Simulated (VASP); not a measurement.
Set up this calculation in VASP 6.6.1, as the native input.

```yaml
Task: single point
Functional: PBEsol
Potentials_or_basis: VASP PAW PBE potentials, release 64 (Sc_sv, Al)
Cutoff: 500 eV
k_mesh: 6 × 6 × 6
Occupations: fermi-dirac, width 0.1 eV
Spin: no spin polarisation
Dipole_correction: no
Further_INCAR_settings: ALGO = Normal; EDIFF = 1e-06; NBANDS = 18
```

The structure of ScAl3 lies in POSCAR:

```
ScAl3
1.0
    4.0992057463      0.0000000000      0.0000000000
    0.0000000000      4.0992057463      0.0000000000
    0.0000000000      0.0000000000      4.0992057463
Sc Al
1 3
Direct
    0.0000000000      0.0000000000      0.0000000000
    0.0000000000      0.5000000000      0.5000000000
    0.5000000000      0.0000000000      0.5000000000
    0.5000000000      0.5000000000      0.0000000000
```

The input as run:

INCAR

```
ALGO = Normal
EDIFF = 1E-6
ENCUT = 500
GGA = PS
GGA_COMPAT = F
ISIF = 2
ISMEAR = -1
LASPH = T
LCHARG = F
LREAL = F
LWAVE = F
NBANDS = 18
NELM = 120
PREC = Accurate
SIGMA = 0.1
```

KPOINTS

```
k-points
0
Gamma
  6 6 6
```

Potentials or basis: VASP PAW PBE potentials, release 64 (Sc_sv, Al).

Run with:

```console
$ cat potpaw_PBE.64/Sc_sv/POTCAR potpaw_PBE.64/Al/POTCAR > POTCAR
$ mpirun -np 1 vasp_std > vasp.out
```

It gave:

* Pressure: -1.6 GPa
* Band gap on the k mesh: zero (bands 10 and 11 overlap by 3.77 eV)

Caveat: the PAW data sets were made with another functional, which shifts forces and pressure a little.

Wall time 19 s on 1 thread of Intel(R) Xeon(R) Platinum 8375C CPU @ 2.90GHz (Ice Lake) (shared host), peak memory 0.17 GiB.
